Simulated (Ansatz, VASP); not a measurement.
Cd4Se in VASP and in Ansatz

File INCAR:

```
PREC     = Accurate       # precision mode
ENCUT    = 600            # plane-wave cutoff, eV
EDIFF    = 1E-7           # SCF threshold, eV
ISMEAR   = 0              # smearing method
SIGMA    = 0.1            # smearing width, eV
LREAL    = False          # projectors in reciprocal space
LASPH    = True           # aspherical terms in the spheres
NELM     = 100            # most SCF steps
ALGO     = Normal         # electronic algorithm
ISIF     = 3              # what is computed and relaxed
LWAVE    = False          # write WAVECAR
LCHARG   = False          # write CHGCAR
GGA      = PE             # functional
IBRION   = 2              # ionic algorithm
NSW      = 100            # ionic steps
EDIFFG   = -0.01          # ionic threshold
```

KPOINTS

```
regular mesh
0
Gamma
  8 8 4
```

The input POSCAR:

```
Cd4Se
1.0
    4.3263075821      0.0000000000      0.0000000000
    0.0000000000      4.3263075821      0.0000000000
    0.0000000000      0.0000000000      7.5735059135
Cd Se
4 1
Direct
    0.5000000000      0.0000000000      0.7827036378
    0.0000000000      0.5000000000      0.2172963622
    0.0000000000      0.0000000000      0.5000000000
    0.5000000000      0.5000000000      0.5000000000
    0.0000000000      0.0000000000      0.0000000000
```

Input for Ansatz:

```yaml
crystal:
  lattice:
    - [4.3263075821, 0.0, 0.0]
    - [0.0, 4.3263075821, 0.0]
    - [0.0, 0.0, 7.5735059135]
  atoms:
    - { symbol: Cd, position: [0.5, 0.0, 0.7827036378] }
    - { symbol: Cd, position: [0.0, 0.5, 0.2172963622] }
    - { symbol: Cd, position: [0.0, 0.0, 0.5] }
    - { symbol: Cd, position: [0.5, 0.5, 0.5] }
    - { symbol: Se, position: [0.0, 0.0, 0.0] }
basis:
  ecutwfc: 420
kpoints:
  mp_grid: { grid: [8, 8, 4] }
hamiltonian:
  xc: pbe
scf:
  occupations: { method: gaussian, width: 0.1 }
output:
  forces: true
  stress: true
  eigenvalues: true
relax:
  adjacent_minimum: "off"
  f_tol: 0.01
  max_steps: 80
  cell: { stress_tol: 0.05 }
```

Alike in both runs: task relaxation of cell and atoms; functional PBE; k mesh 8 × 8 × 4; occupations gaussian, width 0.1 eV; no spin polarisation.

```csv
,VASP,Ansatz
version,VASP 6.6.1,Ansatz 0.2.0
potentials or method,"VASP PAW PBE potentials, release 64 (Cd, Se), cutoff 600 eV","scalar-relativistic, plane waves, PAW"
valence electrons in the cell,54,96
```

Ansatz gave:

| Quantity | Value |
| --- | --- |
| gap on the k mesh at the Fermi level, each at its own relaxed structure (eV) | none |
| relaxed volume (Å³/atom) | 28.20 |
| relaxed cell length with the largest relative difference (Å) | 4.240 |

Q: Which values does VASP return?

A: gap on the k mesh at the Fermi level, each at its own relaxed structure (eV): none; relaxed volume (Å³/atom): 28.32; relaxed cell length with the largest relative difference (Å): 4.246.

A gap of «none» marks a metal or a gap that the smearing closes. VASP's potentials hold 54 valence electrons a cell and Ansatz's 96, so a difference there can come from the potentials and not from the codes.
